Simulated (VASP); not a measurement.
Input of a VASP 6.6.1 run:

Contents of INCAR:

```
SYSTEM = Sn
ALGO = Normal
EDIFF = 1E-6
ENCUT = 520
GGA = CA
ISIF = 2
ISMEAR = -1
LASPH = .True.
LCHARG = .True.
LELF = .True.
LREAL = .False.
LVHAR = .True.
LWAVE = .False.
NBANDS = 21
NELM = 60
PREC = Accurate
SIGMA = 0.05
```

KPOINTS

```
k-points
0
Gamma
  13 13 13
  0 0 0
```

POSCAR

```
Sn
1.0
    0.0000000000      2.4731991063      2.4731991063
    2.4731991063      0.0000000000      2.4731991063
    2.4731991063      2.4731991063      0.0000000000
Sn
2
Direct
   -0.1250000000     -0.1250000000     -0.1250000000
    0.1250000000      0.1250000000      0.1250000000
```

Potentials or basis: VASP PAW LDA potentials, release 64 (Sn_d).

Launch:

```sh
$ cat potpaw_LDA.64/Sn_d/POTCAR > POTCAR
$ mpirun -np 1 vasp_std > vasp.out
```

What does it give for the band gap on the k mesh?

Zero (band 14 reaches 20.11 eV, above the bottom of band 15 at 18.30 eV).

What does it give for the pressure?

245.0 GPa.

Caveat: spin-orbit coupling is left out, which moves the levels of the heavy elements.
